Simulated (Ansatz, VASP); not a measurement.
# Zn3S5: VASP beside Ansatz

```
Zn S
1.0
     3.80678    0.00000    0.00000
    -1.90339    3.29677    0.00000
     0.00000    0.00000   11.96306
Zn S
3 5
Direct
  0.66667 0.33333 0.87537
  0.33333 0.66667 0.12463
  0.00000 0.00000 0.50000
  0.00000 0.00000 0.00000
  0.66667 0.33333 0.22117
  0.66667 0.33333 0.39737
  0.33333 0.66667 0.77883
  0.33333 0.66667 0.60263
```

Alike in both runs: functional PBE; k mesh 5 × 5 × 2; occupations gaussian, width 0.2 eV; no spin polarisation.

Ansatz relaxed the structure, and its values are those at the end. VASP's run is a single point on that final structure, the one shown.

|  | VASP | Ansatz |
| --- | --- | --- |
| version | VASP 6.6.1 | Ansatz 0.2.0 |
| potentials or method | VASP PAW PBE potentials, release 64 (Zn, S), cutoff 520 eV | scalar-relativistic, plane waves, PAW |
| valence electrons in the cell | 66 | 66 |

```tsv
	VASP	Ansatz	Ansatz less VASP
pressure (GPa)	0.0	0.0	+0.03
rms of the force components (eV/Å)	0.043	0.003	-0.0403
```

With one functional, cell and mesh, what is left measures potentials, basis and numerics.

The k mesh is coarse, so the values compare programs but aren't converged.
